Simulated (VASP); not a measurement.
A run of VASP 6.6.1 is set up as follows.

INCAR

```
PREC = Accurate
ENCUT = 520
EDIFF = 1E-7
ISMEAR = 0
SIGMA = 0.05
LREAL = F
LASPH = T
NELM = 150
ALGO = Normal
ISIF = 2
LWAVE = F
LCHARG = T
ISPIN = 2
MAGMOM = 1 1 1 1 0 0 0 0
LORBIT = 11
LMAXMIX = 4
LDAU = T
LDAUTYPE = 2
LDAUL = 2 -1
LDAUU = 4 0
LDAUJ = 0 0
LDAUPRINT = 1
GGA = PE
LELF = T
LVHAR = T
NBANDS = 48
```

The input KPOINTS:

```
Automatic mesh
0
Gamma
  4 4 4
```

POSCAR

```
CuO
1.0
    4.1744184050      0.0000000000      0.3305692971
    0.0000000000      4.1521210669      0.0000000000
    1.6747185423      2.0760605335      5.3668803988
Cu O
4 4
Direct
    0.2500000000      0.2500000000      0.0000000000
    0.0000000000     -0.5000000000      0.5000000000
    0.7500000000      0.7500000000      0.0000000000
    0.5000000000      0.0000000000      0.5000000000
    0.3750000000     -0.1250352670      0.2500000000
    0.1250000000     -0.3749647330      0.7500000000
    0.8750000000      0.3749647330      0.2500000000
    0.6250000000      0.1250352670      0.7500000000
```

Potentials or basis: VASP PAW PBE potentials, release 64 (Cu, O).

Launch:

```console
$ cat potpaw_PBE.64/Cu/POTCAR potpaw_PBE.64/O/POTCAR > POTCAR
$ mpirun -np 1 vasp_std > vasp.out
```

Problem. Predict the site moments.

Solution. Cu +0.64; O +0.31 μB.

Problem. Predict the net moment.

Solution. 3.97 μB per cell.

Eigenvalues of the final occupation matrices:
| site | spin | trace | eigenvalues |
| --- | --- | --- | --- |
| site 1 d | 1 | 4.90 | 0.95 0.97 0.97 0.98 1.02 |
| site 1 d | 2 | 4.25 | 0.41 0.94 0.96 0.97 0.97 |
| site 2 d | 1 | 4.90 | 0.95 0.97 0.97 0.98 1.02 |
| site 2 d | 2 | 4.25 | 0.41 0.94 0.96 0.97 0.97 |
| site 3 d | 1 | 4.90 | 0.95 0.97 0.97 0.98 1.02 |
| site 3 d | 2 | 4.25 | 0.41 0.94 0.96 0.97 0.97 |
| site 4 d | 1 | 4.90 | 0.95 0.97 0.97 0.98 1.02 |
| site 4 d | 2 | 4.25 | 0.41 0.94 0.96 0.97 0.97 |

Caveat: the k points lie up to 0.41 Å⁻¹ apart; semilocal functionals underestimate gaps, and a narrow one can read as zero.
